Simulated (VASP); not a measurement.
Input of a VASP 6.6.1 run:

INCAR

```
PREC = Accurate
ENCUT = 600
EDIFF = 1E-6
ISMEAR = 1
SIGMA = 0.1
LREAL = F
LASPH = T
NELM = 100
ALGO = Normal
ISIF = 8
LWAVE = F
LCHARG = F
GGA = PS
IBRION = 2
NSW = 80
EDIFFG = -0.01
```

The input KPOINTS:

```
regular mesh
0
Gamma
  11 11 11
```

POSCAR

```
Al
1.0
    0.0000000000      2.0248050000      2.0248050000
    2.0248050000      0.0000000000      2.0248050000
    2.0248050000      2.0248050000      0.0000000000
Al
1
Direct
    0.0000000000      0.0000000000      0.0000000000
```

Potentials or basis: VASP PAW PBE potentials, release 64 (Al).

The run is started by

```bash
$ cat potpaw_PBE.64/Al/POTCAR > POTCAR
$ mpirun -np 1 vasp_std > vasp.out
```

What does it give for the space group after relaxing (to 0.05 Å)?

Fm-3m (No. 225).

Estimate the relaxed volume.

16.21 Å³/atom.

Predict the relaxed cell.

a = 2.841 Å, b = 2.841 Å, c = 2.841 Å, α = 60.00°, β = 60.00°, γ = 60.00°.

The path:
```
step  energy change (eV)  largest force (eV/Å)  pressure (GPa)  volume (Å³)
   1              0.0000                0.0000           -1.89        16.60
   2             -0.0023                0.0000            0.39        16.14
   3             -0.0024                0.0000            0.00        16.21
```

Caveat: the PAW data sets were made with another functional, which shifts forces and pressure a little.
